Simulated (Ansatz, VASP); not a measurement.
# Ir: VASP beside Ansatz

POSCAR

```
Ir
1.0
    0.0000000000      1.9221147239      1.7779561196
    1.9221147239      0.0000000000      1.7779561196
    1.9221147239      1.9221147239      0.0000000000
Ir
1
Direct
    0.0000000000      0.0000000000      0.0000000000
```

File INCAR.step1:

```
  PREC = Accurate
  ENCUT = 520
  ISMEAR = 0
  SIGMA = 0.15
  LREAL = F
  LASPH = T
  NELM = 60
  NBANDS = 10
  GGA = PE
  ALGO = Normal
  EDIFF = 1E-4
  LWAVE = T
  LCHARG = F
```

The input INCAR.step2:

```
  PREC = Accurate
  ENCUT = 520
  EDIFF = 1E-6
  ISMEAR = 0
  SIGMA = 0.15
  LREAL = F
  LASPH = T
  NELM = 60
  ALGO = Normal
  ISIF = 2
  LWAVE = F
  LCHARG = F
  METAGGA = R2SCAN
  LMIXTAU = T
  NBANDS = 10
  ISTART = 1
```

Contents of KPOINTS:

```
regular mesh
0
Gamma
  26 26 26
```

Input for Ansatz:

```yaml
crystal:
  lattice:
    - [0.0, 1.9221147239, 1.7779561196]
    - [1.9221147239, 0.0, 1.7779561196]
    - [1.9221147239, 1.9221147239, 0.0]
  atoms:
    - { symbol: Ir, position: [0.0, 0.0, 0.0] }
basis:
  ecutwfc: 500
kpoints:
  mp_grid: { grid: [26, 26, 26] }
hamiltonian:
  xc: r2scan
scf:
  occupations: { method: gaussian, width: 0.15 }
output:
  forces: true
  stress: true
  eigenvalues: true
```

Change from the starting cell: strain -0.0750 x Voigt [0, 0, 1, 0, 0, 0], atoms carried along.

Alike in both runs: task single point; functional r2SCAN; k mesh 26 × 26 × 26; occupations gaussian, width 0.15 eV; no spin polarisation.

```csv
,VASP,Ansatz
version,VASP 6.6.1,Ansatz 0.2.0
potentials or method,"VASP PAW PBE potentials, release 64 (Ir), cutoff 520 eV","scalar-relativistic, plane waves, PAW"
valence electrons in the cell,9,17
```

```csv
,VASP,Ansatz,Ansatz less VASP
gap on the k mesh at the Fermi level (eV),none,none,-
pressure (GPa),41.1,37.3,-3.85
"traceless stress, the component that is largest in VASP (GPa)",22.79,22.73,-0.057
```

VASP's potentials were made for PBE, not for r2SCAN. A gap of «none» marks a metal or a gap that the smearing closes. Both programs put the cell under a high pressure, so it lies far from rest at this level. The functional is the same, so the differences come from potentials, cutoffs and numerics. VASP's potentials hold 9 valence electrons a cell and Ansatz's 17, so a difference there can come from the potentials and not from the codes.

Spin-orbit coupling is off throughout.
